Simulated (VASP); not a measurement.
Set up this calculation in VASP 6.6.1, as the native input.

```
Task                   : single point
Functional             : SVWN5
Potentials or basis    : VASP PAW PBE potentials, release 64 (Os_sv_GW)
Cutoff                 : 560 eV
k mesh                 : 11 × 11 × 6
Occupations            : fermi-dirac, width 0.05 eV
Spin                   : no spin polarisation
Dipole correction      : no
Further INCAR settings : ALGO = Normal; EDIFF = 1e-06; NBANDS = 23
```

The structure of Os lies in POSCAR:

```
Os
1.0
    2.7700791260      0.0000000000      0.0000000000
   -1.3850395630      2.3989588936      0.0000000000
    0.0000000000      0.0000000000      4.3765446767
Os
2
Direct
    0.6666666667      0.3333333333      0.7500000000
    0.3333333333      0.6666666667      0.2500000000
```

The input as run:

INCAR

```
ALGO = Normal ; EDIFF = 1E-6
ENCUT = 560 ; GGA = VW
GGA_COMPAT = False ; ISIF = 2
ISMEAR = -1 ; LASPH = True
LCHARG = False ; LREAL = False
LWAVE = False ; NBANDS = 23
NELM = 120 ; PREC = Accurate
SIGMA = 0.05
```

KPOINTS

```
k-points
0
Gamma
  11 11 6
```

Potentials or basis: VASP PAW PBE potentials, release 64 (Os_sv_GW).

Launch:

```bash
$ cat potpaw_PBE.64/Os_sv_GW/POTCAR > POTCAR
$ mpirun -np 1 vasp_std > vasp.out
```

Results of the run:

| Property | Result |
| --- | --- |
| Pressure | -25.0 GPa |
| Band gap on the k mesh | zero (bands 16 and 17 overlap by 3.67 eV) |

Caveat: the cell stands under tension; the PAW data sets were made with another functional, which shifts forces and pressure a little; spin-orbit coupling is left out, which moves the levels of the heavy elements.

Run time: 16 s on 1 thread of Intel(R) Xeon(R) 6975P-C (Granite Rapids), with other jobs on the host, peak memory 0.17 GiB.
